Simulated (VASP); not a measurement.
Here is a VASP 6.6.1 calculation.

INCAR

```
SYSTEM = PtSe2
PREC     = Accurate       ! precision mode
ENCUT    = 500            ! plane-wave cutoff, eV
EDIFF    = 1E-6           ! SCF threshold, eV
ISMEAR   = 0              ! smearing method
SIGMA    = 0.01           ! smearing width, eV
LREAL    = .FALSE.        ! projectors in reciprocal space
LASPH    = .TRUE.         ! aspherical terms in the spheres
NELM     = 120            ! most SCF steps
ALGO     = Normal         ! electronic algorithm
ISIF     = 2              ! what is computed and relaxed
LWAVE    = .FALSE.        ! write WAVECAR
LCHARG   = .FALSE.        ! write CHGCAR
GGA      = PE             ! functional
ISYM     = 0            
NBANDS   = 18             ! bands
GGA_COMPAT= .FALSE.
```

File KPOINTS:

```
Automatic mesh
0
G
  8 8 1
  0 0 0
```

The input POSCAR:

```
PtSe2
1.0
    1.8457016919      1.0656163687      5.7607123393
   -1.8457016919      1.0656163687      5.7607123393
    0.0000000000     -2.1312327373      5.7607123393
Pt Se
1 2
Direct
    0.0000000000      0.0000000000      0.0000000000
    0.2567812155      0.2567812155      0.2567812155
    0.7432187845      0.7432187845      0.7432187845
```

Potentials or basis: VASP PAW PBE potentials, release 64 (Pt, Se).

The run is started by

```bash
$ cat potpaw_PBE.64/Pt/POTCAR potpaw_PBE.64/Se/POTCAR > POTCAR
$ mpirun -np 1 vasp_std > vasp.out
```

(1) Predict the band gap on the k mesh.

(2) What does it give for the largest force?

(3) Predict the pressure.

Results:

(1) 0.42 eV, indirect (least direct gap 1.44 eV).

(2) 0.225 eV/Å.

(3) 3.6 GPa.

Caveat: the k points lie up to 2.00 Å⁻¹ apart; spin-orbit coupling is left out, which moves the levels of the heavy elements.
